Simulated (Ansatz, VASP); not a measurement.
# Ge2Sb2Te5 in VASP and in Ansatz

INCAR

```
SYSTEM = Ge2Sb2Te5
PREC = Accurate
ENCUT = 520
EDIFF = 1E-7
ISMEAR = 0
SIGMA = 0.05
LREAL = .FALSE.
LASPH = .TRUE.
NELM = 60
ALGO = Normal
ISIF = 2
LWAVE = .FALSE.
LCHARG = .TRUE.
GGA = PE
LELF = .TRUE.
LVHAR = .TRUE.
NBANDS = 44
```

KPOINTS

```
regular mesh
0
G
  10 10 2
  0 0 0
```

File POSCAR:

```
Ge2Sb2Te5
1.0
    4.2318496344      0.0000000000      0.0000000000
   -2.1159248172      3.6648892884      0.0000000000
    0.0000000000      0.0000000000     16.8495924964
Ge Sb Te
2 2 5
Direct
    0.3333333333      0.6666666667      0.8991738485
    0.6666666667      0.3333333333      0.1008261515
    0.0000000000      0.0000000000      0.6816482048
    0.0000000000      0.0000000000      0.3183517952
    0.0000000000      0.0000000000      0.0000000000
    0.6666666667      0.3333333333      0.8005631447
    0.3333333333      0.6666666667      0.1994368553
    0.3333333333      0.6666666667      0.5790719883
    0.6666666667      0.3333333333      0.4209280117
```

Input for Ansatz:

```yaml
crystal:
  lattice:
    - [4.2318496344, 0.0, 0.0]
    - [-2.1159248172, 3.6648892884, 0.0]
    - [0.0, 0.0, 16.8495924964]
  atoms:
    - { symbol: Ge, position: [0.3333333333, 0.6666666667, 0.8991738485] }
    - { symbol: Ge, position: [0.6666666667, 0.3333333333, 0.1008261515] }
    - { symbol: Sb, position: [0.0, 0.0, 0.6816482048] }
    - { symbol: Sb, position: [0.0, 0.0, 0.3183517952] }
    - { symbol: Te, position: [0.0, 0.0, 0.0] }
    - { symbol: Te, position: [0.6666666667, 0.3333333333, 0.8005631447] }
    - { symbol: Te, position: [0.3333333333, 0.6666666667, 0.1994368553] }
    - { symbol: Te, position: [0.3333333333, 0.6666666667, 0.5790719883] }
    - { symbol: Te, position: [0.6666666667, 0.3333333333, 0.4209280117] }
scf:
  occupations: { method: gaussian, width: 0.05 }
output:
  forces: true
  stress: false
hamiltonian:
  xc: pbe
kpoints:
  mp_grid: { grid: [10, 10, 2] }
```

Alike in both runs: task single point; functional PBE; k mesh 10 × 10 × 2; occupations gaussian, width 0.05 eV; no spin polarisation.

```csv
,VASP,Ansatz
version,VASP 6.6.1,Ansatz 0.2.0
potentials or method,"VASP PAW PBE potentials, release 64 (Ge_d, Sb, Te)","scalar-relativistic, plane waves, PAW"
plane-wave cutoff (eV),520,420
valence electrons in the cell,68,138
```

Ansatz gave:

| Item | Value |
| --- | --- |
| rms of the force components (eV/Å) | 0.004 |

Q: Estimate VASP's values.

A: rms of the force components (eV/Å): 0.008.

Atom by atom the forces differ by 0.009 eV/Å (rms over components). VASP's potentials hold 68 valence electrons a cell and Ansatz's 138, so a difference there can come from the potentials and not from the codes.

Neither program's run includes spin-orbit coupling.
